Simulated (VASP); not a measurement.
# WS2: single point with PBEsol

Crystal: WS2.

```
W S
1.0
     3.18000    0.00000    0.00000
    -1.59000    2.75396    0.00000
     0.00000    0.00000   12.50000
W S
2 4
Direct
  0.33333 0.66667 0.25000
  0.66667 0.33333 0.75000
  0.33333 0.66667 0.62000
  0.66667 0.33333 0.12000
  0.33333 0.66667 0.88000
  0.66667 0.33333 0.38000
```

```json
{
 "Program": "VASP 6.6.1",
 "Task": "single point",
 "Functional": "PBEsol",
 "Potentials or basis": "VASP PAW PBE potentials, release 64 (W_sv, S)",
 "Cutoff": "520 eV",
 "k mesh": "12 × 12 × 4",
 "Occupations": "gaussian, width 0.05 eV",
 "Spin": "no spin polarisation"
}
```

The pressure is -8.6 GPa, the largest force is 1.285 eV/Å and the band gap on the k mesh is 0.97 eV (least direct gap 1.86 eV).

Forces in eV/Å, atoms in the order of the input:
```
W    0.000  0.000  0.000
W    0.000  0.000  0.000
S    0.000  0.000  1.285
S    0.000  0.000  1.285
S    0.000  0.000 -1.285
S    0.000  0.000 -1.285
```

Stress tensor (GPa, compression positive):
```
 -7.06   0.00   0.00
  0.00  -7.06   0.00
  0.00   0.00 -11.53
```

Levels at points of the mesh, in eV from the valence-band top:
| k point | band 24 | band 25 | band 26 | band 27 | band 28 | band 29 |
| --- | --- | --- | --- | --- | --- | --- |
| (0.00, 0.00, 0.00) | -1.38 | -1.17 | 0.00 | 2.33 | 2.33 | 2.40 |
| (0.50, 0.00, 0.00) | -1.52 | -1.43 | -1.34 | 2.44 | 2.48 | 2.58 |
| (0.00, 0.00, 0.50) | -1.81 | -0.29 | -0.29 | 2.37 | 2.37 | 2.37 |
| (0.50, 0.00, 0.50) | -1.55 | -1.42 | -1.42 | 2.46 | 2.46 | 2.79 |

It took 5.2 min on 1 thread of Intel Xeon 8259CL (shared host), peak memory 0.33 GiB.

Caveat: the cell stands under tension; the PAW data sets were made with another functional, which shifts forces and pressure a little; spin-orbit coupling is left out, which moves the levels of the heavy elements; this functional lacks dispersion, which binds layers or chains, so the pressure and a relaxed spacing across them are unreliable. A k mesh can miss the band edges.
